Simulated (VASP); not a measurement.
# Bi2Te3 (R-3m) in VASP: single point with PBE+D3(BJ)

Aim: the single point of Bi2Te3 with PBE+D3(BJ).

Everything below comes from runs of VASP 6.6.1. Logs are shortened: lines on timing, memory, paths and dates and some standing lists are left out, and cuts for length are marked.

### 1 The cell of the first run

The structure is trigonal, space group R-3m (No. 166). The conventional cell has a = 4.388 Å, b = 4.388 Å, c = 30.305 Å, α = 90.00°, β = 90.00°, γ = 120.00°. Within 4.0 Å of Bi (site symmetry 3m) lie 6 Te at 3.07 to 3.24 Å. Te (site symmetry -3m) has 6 Bi at 3.24 Å and 12 Te at 4.39 to 4.53 Å within 4.6 Å. Te (site symmetry 3m) has 3 Bi at 3.07 Å and 3 Te at 3.62 Å within 4.0 Å.

### 2 Single point, PBE+D3(BJ)

The input, INCAR:

```
PREC = Accurate ; ENCUT = 520
EDIFF = 1E-6 ; ISMEAR = 0
SIGMA = 0.02 ; LREAL = F
LASPH = T ; NELM = 100
ALGO = Normal ; ISIF = 2
LWAVE = F ; LCHARG = F
GGA = PE ; IVDW = 12
NBANDS = 32
```

The input, KPOINTS:

```
Automatic mesh
0
Gamma
  9 9 9
```

The input, POSCAR:

```
Bi2Te3
1.0
    2.1938845190      1.2666398176     10.1015101895
   -2.1938845190      1.2666398176     10.1015101895
    0.0000000000     -2.5332796353     10.1015101895
Bi Te
2 3
Direct
    0.4001101501      0.4001101501      0.4001101501
    0.5998898499      0.5998898499      0.5998898499
    0.0000000000      0.0000000000      0.0000000000
    0.2094355351      0.2094355351      0.2094355351
    0.7905644649      0.7905644649      0.7905644649
```

Potentials or basis: VASP PAW PBE potentials, release 64 (Bi_d, Te).

Started as:

```console
> cat potpaw_PBE.64/Bi_d/POTCAR potpaw_PBE.64/Te/POTCAR > POTCAR
> mpirun -np 1 vasp_std > vasp.out
```

OUTCAR:

```text
PREC = Accurate
   ENCUT = 520
   EDIFF = 1E-6
   ISMEAR = 0
   LREAL = F
   LASPH = T
   NELM = 100
   ISIF = 2
   GGA = PE
   IVDW = 12
 IVDW          = 12

 ion  position               nearest neighbor table
   1  0.400  0.400  0.400-   5 3.07   5 3.07   5 3.07   3 3.24   3 3.24   3 3.24
   2  0.600  0.600  0.600-   4 3.07   4 3.07   4 3.07   3 3.24   3 3.24   3 3.24
   3  0.000  0.000  0.000-   2 3.24   2 3.24   1 3.24   1 3.24   2 3.24   1 3.24
   4  0.209  0.209  0.209-   2 3.07   2 3.07   2 3.07   5 3.62   5 3.62   5 3.62
   5  0.791  0.791  0.791-   1 3.07   1 3.07   1 3.07   4 3.62   4 3.62   4 3.62

  LATTYP: Found a trigonal (rhomboedric) cell.
 ALAT       =    10.4143177318
 COS(alpha) =     0.9112443772

  Lattice vectors:

 A1 = (   2.1938845190,   1.2666398176,  10.1015101895)
 A2 = (  -2.1938845190,   1.2666398176,  10.1015101895)
 A3 = (   0.0000000000,  -2.5332796353,  10.1015101895)

Analysis of symmetry for initial positions (statically):
=====================================================================
 Subroutine PRICEL returns:
 Original cell was already a primitive cell.

 Routine SETGRP: Setting up the symmetry group for a
 trigonal (rhombohedral) supercell.

 Subroutine GETGRP returns: Found 12 space group operations
 (whereof 12 operations were pure point group operations)
 out of a pool of 12 trial point group operations.

The static configuration has the point symmetry D_3d.

Analysis of symmetry for dynamics (positions and initial velocities):
=====================================================================
 Subroutine PRICEL returns:
 Original cell was already a primitive cell.

 Routine SETGRP: Setting up the symmetry group for a
 trigonal (rhombohedral) supercell.

 Subroutine GETGRP returns: Found 12 space group operations
 (whereof 12 operations were pure point group operations)
 out of a pool of 12 trial point group operations.

The dynamic configuration has the point symmetry D_3d.

 Subroutine INISYM returns: Found 12 space group operations
 (whereof 12 operations are pure point group operations),
 and found     1 'primitive' translations

----------------------------------------------------------------------------------------

                                     Primitive cell

  volume of cell :     168.4242

  direct lattice vectors                    reciprocal lattice vectors
     2.193884519  1.266639818 10.101510190     0.227906253  0.131581736  0.032998366
    -2.193884519  1.266639818 10.101510190    -0.227906253  0.131581736  0.032998366
     0.000000000 -2.533279635 10.101510190     0.000000000 -0.263163473  0.032998366

  length of vectors
    10.414317732 10.414317732 10.414317732     0.265224255  0.265224255  0.265224255

  position of ions in fractional coordinates (direct lattice)
     0.400110150  0.400110150  0.400110150
     0.599889850  0.599889850  0.599889850
     0.000000000  0.000000000  0.000000000
     0.209435535  0.209435535  0.209435535
     0.790564465  0.790564465  0.790564465

  ion indices of the primitive-cell ions
   primitive index   ion index
                 1           1
                 2           2
                 3           3
                 4           4
                 5           5

----------------------------------------------------------------------------------------

 KPOINTS: Automatic mesh

Automatic generation of k-mesh.
 Grid dimensions read from file:
 generate k-points for:    9    9    9

 Generating k-lattice:

  Cartesian coordinates                     Fractional coordinates (reciprocal lattice)
     0.025322917  0.014620193  0.003666485     0.111111111  0.000000000  0.000000000
    -0.025322917  0.014620193  0.003666485     0.000000000  0.111111111  0.000000000
     0.000000000 -0.029240386  0.003666485     0.000000000  0.000000000  0.111111111

  Length of vectors
     0.029469362  0.029469362  0.029469362

  Shift w.r.t. Gamma in fractional coordinates (k-lattice)
     0.000000000  0.000000000  0.000000000

 Subroutine IBZKPT returns following result:
 ===========================================

 Found     85 irreducible k-points:

 Following reciprocal coordinates:
            Coordinates               Weight
  0.000000  0.000000  0.000000      1.000000
  0.111111  0.000000 -0.000000      6.000000
  0.222222  0.000000  0.000000      6.000000
  0.333333  0.000000 -0.000000      6.000000
  0.444444  0.000000  0.000000      6.000000
  0.111111  0.111111 -0.000000      6.000000
[... 16 lines left out ...]
 -0.333333  0.333333  0.000000      6.000000
  0.444444  0.444444  0.000000      6.000000
 [... further k-points ...]
   k-points           NKPTS =     85   k-points in BZ     NKDIM =     85   number of bands    NBANDS=     32
   number of dos      NEDOS =    301   number of ions     NIONS =      5
   total plane-waves  NPLWV = 512000
   dimension x,y,z NGX =    80 NGY =   80 NGZ =   80
   dimension x,y,z NGXF=   160 NGYF=  160 NGZF=  160
   ions per type =               2   3
   NGX,Y,Z   is equivalent  to a cutoff of  12.77, 12.77, 12.77 a.u.
   NGXF,Y,Z  is equivalent  to a cutoff of  25.54, 25.54, 25.54 a.u.
 SYSTEM =  unknown system
   PREC   = accura    normal or accurate (medium, high low for compatibility)
   ISTART =      0    job   : 0-new  1-cont  2-samecut
   ICHARG =      2    charge: 1-file 2-atom 10-const
   ISPIN  =      1    spin polarized calculation?
   LNONCOLLINEAR =      F non collinear calculations
   LSORBIT =      F    spin-orbit coupling
   LASPH  =      T    aspherical Exc in radial PAW
   ENCUT  =  520.0 eV  38.22 Ry    6.18 a.u.  19.36 19.36 19.36*2*pi/ulx,y,z
   NELM   =    100;   NELMIN=  2; NELMDL= -5     # of ELM steps
   EDIFF  = 0.1E-05   stopping-criterion for ELM
   LREAL  =      F    real-space projection
   EDIFFG = 0.1E-04   stopping-criterion for IOM
   NSW    =      0    number of steps for IOM
   IBRION =     -1    ionic relax: 0-MD 1-quasi-New 2-CG
   NFREE  =      0    steps in history (QN), initial steepest desc. (CG)
   ISIF   =      2    stress and relaxation
   ISYM   =      2    0-nonsym 1-usesym 2-fastsym
   POTIM  = 0.5000    time-step for ionic-motion
   TEBEG  =    0.0;   TEEND  =   0.0 temperature during run
   PSTRESS=    0.0 pullay stress
   NELECT =      48.0000    total number of electrons
   NUPDOWN=      -1.0000    fix difference up-down
   EMIN   =  10.00;   EMAX   =-10.00  energy-range for DOS
   EFERMI =   0.00;   METHOD = LEGACY
   ISMEAR =     0;   SIGMA  =   0.02  broadening in eV -4-tet -1-fermi 0-gaus
   EFERMI_NEDOS =   21; number of points for ismear=-14 and -15
   IALGO  =     38    algorithm
   IMIX   =      4    mixing-type and parameters
     AMIX     =   0.40;   BMIX     =  1.00
     AMIX_MAG =   1.60;   BMIX_MAG =  1.00
  volume/ion in A,a.u.               =      33.68       227.32
  Fermi-wavevector in a.u.,A,eV,Ry     =   1.077342  2.035882 15.791829  1.160667
  Thomas-Fermi vector in A             =   2.213252
   LORBIT       =      0    0 simple, 1 ext, 2 COOP (PROOUT), +10 PAW based schemes
   GGA     = PE    functional components
   LHFCALC =     F    Hartree Fock is set to
   AEXX    =    0.0000 exact exchange contribution
   IVDW    =    12    specifies the selected vdW correction
   LEPSILON=     F    determine dielectric tensor
   LRPA    =     F    only Hartree local field effects (RPA)
 non-spin polarized calculation
 Gauss-broadening in eV      SIGMA  =   0.02
  energy-cutoff  :      520.00
  volume of cell :      168.42
 maximum number of plane-waves:      4556
 NGX is ok and might be reduce to    80
   NGX = 39   NGY = 39   NGZ = 39

 number of electron      48.0000006 magnetization

 Free energy of the ion-electron system (eV)
  ---------------------------------------------------
  ext. energy  EPLUGINS =         0.00000000
  ---------------------------------------------------
  free energy    TOTEN  =       -18.32463624 eV

  energy without entropy =      -18.32463624  energy(sigma->0) =      -18.32463624

 E-fermi :   6.4243     XC(G=0):  -9.3535

 val. band max:        6.2906779358   @ k =   0.0000   0.0000   0.0000
 cond. band min:       6.5434594222   @ k =   0.0000   0.0000   0.0000
 fundamental gap:      0.2527814864
 Fermi energy:         6.4243259986

 k-point     1 :       0.0000    0.0000    0.0000
  band No.  band energies     occupation
      1     -16.9275      2.00000
      2     -16.9275      2.00000
      3     -16.9259      2.00000
      4     -16.9259      2.00000
      5     -16.9201      2.00000
      6     -16.9188      2.00000
[... 24 lines left out ...]
     31      11.1117      0.00000
     32      11.6119      0.00000

 k-point     2 :       0.1111    0.0000   -0.0000
  band No.  band energies     occupation
      1     -16.9285      2.00000
      2     -16.9268      2.00000
      3     -16.9262      2.00000
      4     -16.9247      2.00000
      5     -16.9193      2.00000
      6     -16.9180      2.00000
[... 24 lines left out ...]
     31      10.8002      0.00000
     32      11.2097      0.00000

 k-point     3 :       0.2222    0.0000    0.0000
  band No.  band energies     occupation
      1     -16.9315      2.00000
      2     -16.9295      2.00000
      3     -16.9239      2.00000
      4     -16.9224      2.00000
      5     -16.9189      2.00000
      6     -16.9166      2.00000
[... 24 lines left out ...]
     31      10.1036      0.00000
     32      11.4949      0.00000

 k-point     4 :       0.3333    0.0000   -0.0000
  band No.  band energies     occupation
      1     -16.9353      2.00000
      2     -16.9328      2.00000
      3     -16.9229      2.00000
      4     -16.9207      2.00000
      5     -16.9203      2.00000
      6     -16.9180      2.00000
[... 654 lines left out ...]
     31      10.7873      0.00000
     32      12.2221      0.00000

 k-point    23 :      -0.3333    0.3333    0.0000
  band No.  band energies     occupation
      1     -16.9307      2.00000
      2     -16.9307      2.00000
      3     -16.9295      2.00000
      4     -16.9244      2.00000
      5     -16.9138      2.00000
      6     -16.9137      2.00000
[... 24 lines left out ...]
     31      11.7219      0.00000
     32      12.1746      0.00000

 k-point    24 :       0.4444    0.4444    0.0000
  band No.  band energies     occupation
      1     -16.9378      2.00000
      2     -16.9351      2.00000
      3     -16.9229      2.00000
      4     -16.9213      2.00000
      5     -16.9200      2.00000
      6     -16.9189      2.00000
[... 24 lines left out ...]
     31      11.1527      0.00000
     32      11.9462      0.00000

 [... further k-points ...]

------------------------ aborting loop because EDIFF is reached ----------------------------------------

 Edisp (eV)   -2.25083

 E8    (eV) :    -1.0684

  FORCE on cell =-STRESS in cart. coord.  units (eV):
  Direction    XX          YY          ZZ          XY          YZ          ZX
  --------------------------------------------------------------------------------------
  -------------------------------------------------------------------------------------
  Total      -0.03929    -0.03929    -0.03638     0.00000     0.00000     0.00000
  in kB      -0.37379    -0.37379    -0.34612     0.00000     0.00000     0.00000
  external pressure =       -0.36 kB  Pullay stress =        0.00 kB

 VOLUME and BASIS-vectors are now :
 -----------------------------------------------------------------------------
  energy-cutoff  :      520.00
  volume of cell :      168.42
      direct lattice vectors                 reciprocal lattice vectors
     2.193884519  1.266639818 10.101510190     0.227906253  0.131581736  0.032998366
    -2.193884519  1.266639818 10.101510190    -0.227906253  0.131581736  0.032998366
     0.000000000 -2.533279635 10.101510190     0.000000000 -0.263163473  0.032998366

 POSITION                                       TOTAL-FORCE (eV/Angst)
 -----------------------------------------------------------------------------------
      0.00000     -0.00000     12.12515         0.000000      0.000000     -0.009865
      0.00000     -0.00000     18.17938         0.000000     -0.000000      0.009865
      0.00000      0.00000      0.00000        -0.000000      0.000000      0.000000
      0.00000     -0.00000      6.34685         0.000000      0.000000     -0.016056
      0.00000     -0.00000     23.95768         0.000000     -0.000000      0.016056
 -----------------------------------------------------------------------------------
    total drift:                                0.000000      0.000000      0.000000

  FREE ENERGIE OF THE ION-ELECTRON SYSTEM (eV)
  ---------------------------------------------------
  free  energy   TOTEN  =       -20.5754614890 eV

  energy  without entropy=      -20.5754614890  energy(sigma->0) =      -20.57546149
```

Run time: 21 min. Hardware: 1 thread of AMD EPYC 9R45 (Zen 5), shared host; peak memory 1.1 GiB.

Results:

```
Free energy                : -20.5755 eV
Pressure                   : 0.0 GPa
Largest force              : 0.016 eV/Å
Band gap on the k mesh     : 0.25 eV
Dispersion energy per atom : -0.450 eV
```

Forces in eV/Å, atoms in the order of the input:
```
Bi   0.000  0.000 -0.010
Bi   0.000  0.000  0.010
Te   0.000  0.000  0.000
Te   0.000  0.000 -0.016
Te   0.000  0.000  0.016
```

Levels at points of the mesh, in eV from the valence-band top:
```csv
k point,band 21,band 22,band 23,band 24,band 25,band 26,band 27,band 28
"(0.00, 0.00, 0.00)",-1.75,-0.90,-0.90,0.00,0.25,0.62,0.62,1.94
```

Caveat: spin-orbit coupling is left out, which moves the levels of the heavy elements; an odd mesh through Γ misses points on the zone boundary, where band edges can lie.
